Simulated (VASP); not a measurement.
## MgCd2Se3: single point with PBE

MgCd2Se3:

```xyz
12
Lattice="4.3425 0.0000 0.0000 -2.1712 3.7607 0.0000 0.0000 0.0000 21.1686" Properties=species:S:1:pos:R:3 pbc="T T T"
Mg    2.1712    1.2536    7.0241
Mg    0.0000    2.5071   17.6084
Cd    2.1712    1.2536   21.1361
Cd    2.1712    1.2536   14.1590
Cd    0.0000    2.5071    3.5748
Cd    0.0000    2.5071   10.5518
Se    2.1712    1.2536    2.6520
Se    2.1712    1.2536    9.6293
Se    2.1712    1.2536   16.8434
Se    0.0000    2.5071    6.2592
Se    0.0000    2.5071   13.2363
Se    0.0000    2.5071   20.2136
```

```json
{"Program": "VASP 6.6.1", "Task": "single point", "Functional": "PBE", "Potentials or basis": "VASP PAW PBE potentials, release 64 (Mg, Cd, Se)", "Cutoff": "520 eV", "k mesh": "6 × 6 × 2", "Occupations": "gaussian, width 0.02 eV", "Spin": "no spin polarisation"}
```

The pressure is 0.2 GPa and the largest force is 0.032 eV/Å. The band gap on the k mesh is 1.01 eV, direct.

Forces on the atoms (eV/Å):
```
Mg   0.000  0.000  0.003
Mg   0.000  0.000  0.003
Cd   0.000  0.000  0.000
Cd   0.000  0.000  0.001
Cd   0.000  0.000  0.001
Cd   0.000  0.000  0.000
Se   0.000  0.000  0.000
Se   0.000  0.000 -0.032
Se   0.000  0.000  0.029
Se   0.000  0.000  0.029
Se   0.000  0.000  0.000
Se   0.000  0.000 -0.032
```

Levels at points of the mesh, in eV from the valence-band top:
```tsv
k point	band 40	band 41	band 42	band 43	band 44	band 45	band 46	band 47	band 48	band 49
(0.00, 0.00, 0.00)	-0.14	-0.06	-0.06	0.00	0.00	1.01	2.07	2.25	2.51	3.00
(0.50, 0.00, 0.00)	-1.12	-1.04	-0.90	-0.85	-0.67	2.68	3.10	3.27	3.40	3.65
(0.00, 0.00, 0.50)	-0.36	-0.03	-0.03	-0.03	-0.03	1.51	1.51	2.44	2.44	3.07
(0.50, 0.00, 0.50)	-1.20	-1.08	-1.08	-0.74	-0.74	2.92	2.92	3.27	3.27	3.71
```

It took 4.8 min on 1 thread of Intel(R) Xeon(R) Platinum 8488C (Sapphire Rapids), with other jobs on the host, peak memory 0.51 GiB.

PBE gaps usually lie below the measured ones, often by a third to a half.
